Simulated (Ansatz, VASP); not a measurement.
LiF: VASP beside Ansatz

```
Li F
1.0
     2.55953    0.00000    0.00000
     0.00000    2.55953    0.00000
     0.00000    0.00000    2.55953
Li F
1 1
Direct
  0.00000 0.00000 0.00000
  0.50000 0.50000 0.52930
```

Change from the starting cell: all F atoms moved +0.075 Å, as atom 2 along Cartesian [0 0 1].

Alike in both runs: task single point; functional r2SCAN; k mesh 10 × 10 × 10; occupations gaussian, width 0.05 eV; no spin polarisation.

|  | VASP | Ansatz |
| --- | --- | --- |
| version | VASP 6.6.1 | Ansatz 0.2.0 |
| potentials or method | VASP PAW PBE potentials, release 64 (Li_sv, F_h), cutoff 1490 eV | scalar-relativistic, plane waves, PAW |
| valence electrons in the cell | 10 | 10 |

|  | VASP | Ansatz | Ansatz less VASP |
| --- | --- | --- | --- |
| gap on the k mesh at the Fermi level (eV) | 8.62 | 8.46 | -0.162 |
| least direct gap on the mesh (eV) | 9.29 | 9.13 | -0.166 |
| pressure (GPa) | -4.7 | -3.4 | +1.27 |
| traceless stress, the component that is largest in VASP (GPa) | 0.13 | 0.13 | -0.005 |
| rms of the force components (eV/Å) | 0.028 | 0.019 | -0.0088 |

VASP's potentials were made for PBE, not for r2SCAN. Atom by atom the forces differ by 0.009 eV/Å (rms over components). With one functional, cell and mesh, what is left measures potentials, basis and numerics.
